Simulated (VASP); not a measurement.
Wanted: the native input for a VASP 6.6.1 run.

```
Task                   : single point
Functional             : PBEsol
Potentials or basis    : VASP PAW PBE potentials, release 64 (Sn_d, Mn_pv)
Cutoff                 : 520 eV
k mesh                 : 6 × 6 × 6
Occupations            : gaussian, width 0.1 eV
Spin                   : collinear spin, ferromagnetic start
Starting moments       : [0.0, 0.0, 0.0, 4.05] μB
Dipole correction      : no
Further INCAR settings : ALGO = Normal; EDIFF = 1e-07; NBANDS = 40
```

The structure of MnSn3 lies in POSCAR:

```
MnSn3
1.0
    4.5078322324      0.0000000000      0.0000000000
    0.0000000000      4.5078322324      0.0000000000
    0.0000000000      0.0000000000      4.5078322324
Sn Mn
3 1
Direct
    0.0000000000      0.5000000000      0.5000000000
    0.5000000000      0.0000000000      0.5000000000
    0.5000000000      0.5000000000      0.0000000000
    0.0000000000      0.0000000000      0.0000000000
```

One way to write it, as run:

INCAR

```
SYSTEM = MnSn3
  ALGO = Normal
  EDIFF = 1E-7
  ENCUT = 520
  GGA = PS
  ISIF = 2
  ISMEAR = 0
  ISPIN = 2
  LASPH = .TRUE.
  LCHARG = .FALSE.
  LMAXMIX = 4
  LORBIT = 11
  LREAL = .FALSE.
  LWAVE = .FALSE.
  MAGMOM = 0 0 0 4.05
  NBANDS = 40
  NELM = 150
  PREC = Accurate
  SIGMA = 0.1
```

KPOINTS

```
k-points
0
G
  6 6 6
  0 0 0
```

Potentials or basis: VASP PAW PBE potentials, release 64 (Sn_d, Mn_pv).

Launch:

```console
$ cat potpaw_PBE.64/Sn_d/POTCAR potpaw_PBE.64/Mn_pv/POTCAR > POTCAR
$ mpirun -np 1 vasp_std > vasp.out
```

Results of the run:

```
Pressure                                              : 0.2 GPa
Net moment                                            : 4.07 μB per cell
Site moments                                          : Sn -0.03; Mn +3.91 μB
Valence electrons inside the program's atomic spheres : Sn 12.26; Mn 11.36
```

Caveat: the PAW data sets were made with another functional, which shifts forces and pressure a little.

It took 84 s on 1 thread of Intel(R) Xeon(R) 6975P-C (Granite Rapids) (shared host), peak memory 0.3 GiB.
